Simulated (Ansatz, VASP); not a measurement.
Two plane-wave programs on NaH3

```
CELL_PARAMETERS angstrom
4.87197 0.00000 0.00000
-2.43598 4.21925 0.00000
0.00000 0.00000 3.60674
ATOMIC_POSITIONS crystal
Na 0.33333 0.66667 0.25000
Na 0.66667 0.33333 0.75000
H 0.92092 0.84184 0.25000
H 0.07908 0.92092 0.75000
H 0.15816 0.07908 0.25000
H 0.07908 0.15816 0.75000
H 0.92092 0.07908 0.25000
H 0.84184 0.92092 0.75000
```

Alike in both runs: functional PBE; k mesh 12 × 12 × 10; occupations gaussian, width 0.1 eV; no spin polarisation.

Ansatz relaxed the structure, and its values are those at the end. VASP's run is a single point on that final structure, the one shown.

|  | VASP | Ansatz |
| --- | --- | --- |
| version | VASP 6.6.1 | Ansatz 0.2.0 |
| potentials or method | VASP PAW PBE potentials, release 64 (Na_pv, H), cutoff 520 eV | scalar-relativistic, plane waves, PAW |
| valence electrons in the cell | 20 | 24 |

```tsv
	VASP	Ansatz	Ansatz less VASP
gap on the k mesh at the Fermi level (eV)	none	none	-
pressure (GPa)	-0.1	0.0	+0.12
```

A gap of «none» marks a metal or a gap that the smearing closes. VASP's potentials hold 20 valence electrons a cell and Ansatz's 24, so a difference there can come from the potentials and not from the codes.
